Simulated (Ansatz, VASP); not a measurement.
Two plane-wave programs on Co

```
CELL_PARAMETERS angstrom
2.44949 0.00000 0.00000
-1.22475 2.12132 0.00000
0.00000 0.00000 7.94768
ATOMIC_POSITIONS crystal
Co 0.00000 0.00000 0.00000
Co 0.00000 0.00000 0.50000
Co 0.33333 0.66667 0.25000
Co 0.66667 0.33333 0.75000
```

Alike in both runs: task single point; functional RPBE; k mesh 16 × 16 × 5; occupations fermi-dirac, width 0.05 eV; collinear spin.

```csv
,VASP,Ansatz
version,VASP 6.6.1,Ansatz 0.2.0
potentials or method,"VASP PAW PBE potentials, release 64 (Co), cutoff 520 eV","plane waves (420 eV) with PAW, scalar-relativistic"
valence electrons in the cell,36,68
```

VASP gave:

```
pressure (GPa)                                                : 17.9
traceless stress, the component that is largest in VASP (GPa) : 0.18
net moment per atom (μB)                                      : 1.59
size of the moment on the site where the two differ most (μB) : 1.61
```

Q: Estimate Ansatz's values.

A: Pressure (GPa): 18.8; traceless stress, the component that is largest in VASP (GPa): 0.16; net moment per atom (μB): 1.59; size of the moment on the site where the two differ most (μB): 1.68.

VASP's potentials were made for PBE, not for RPBE. Site moments also hang on the region over which each program counts them. With one functional, cell and mesh, what is left measures potentials, basis and numerics. VASP's potentials hold 36 valence electrons a cell and Ansatz's 68, so a difference there can come from the potentials and not from the codes.
